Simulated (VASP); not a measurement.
Input of a VASP 6.6.1 run:

Contents of INCAR:

```
PREC = Accurate
ENCUT = 520
EDIFF = 1E-6
ISMEAR = 0
SIGMA = 0.01
LREAL = F
LASPH = T
NELM = 100
ALGO = Normal
ISIF = 2
LWAVE = F
LCHARG = F
GGA = PS
NBANDS = 35
```

File KPOINTS:

```
Automatic mesh
0
Gamma
  6 6 2
```

The input POSCAR:

```
MoS2
1.0
    3.1571666318      0.0000000000      0.0000000000
   -1.5785833159      2.7341865071      0.0000000000
    0.0000000000      0.0000000000     12.5337762228
Mo S
2 4
Direct
    0.3333333333      0.6666666667      0.2500000000
    0.6666666667      0.3333333333      0.7500000000
    0.3333333333      0.6666666667      0.6259912579
    0.6666666667      0.3333333333      0.1259912579
    0.3333333333      0.6666666667      0.8740087421
    0.6666666667      0.3333333333      0.3740087421
```

Potentials or basis: VASP PAW PBE potentials, release 64 (Mo_sv, S).

Launch:

```bash
$ cat potpaw_PBE.64/Mo_sv/POTCAR potpaw_PBE.64/S/POTCAR > POTCAR
$ mpirun -np 1 vasp_std > vasp.out
```

(1) Predict the largest force.

(2) Predict the band gap on the k mesh.

## Answers

(1) 0.009 eV/Å.

(2) 0.97 eV, indirect (least direct gap 1.69 eV).

Caveat: the cell differs from its parent crystal (in-plane strain +0.005); the PAW data sets were made with another functional, which shifts forces and pressure a little.
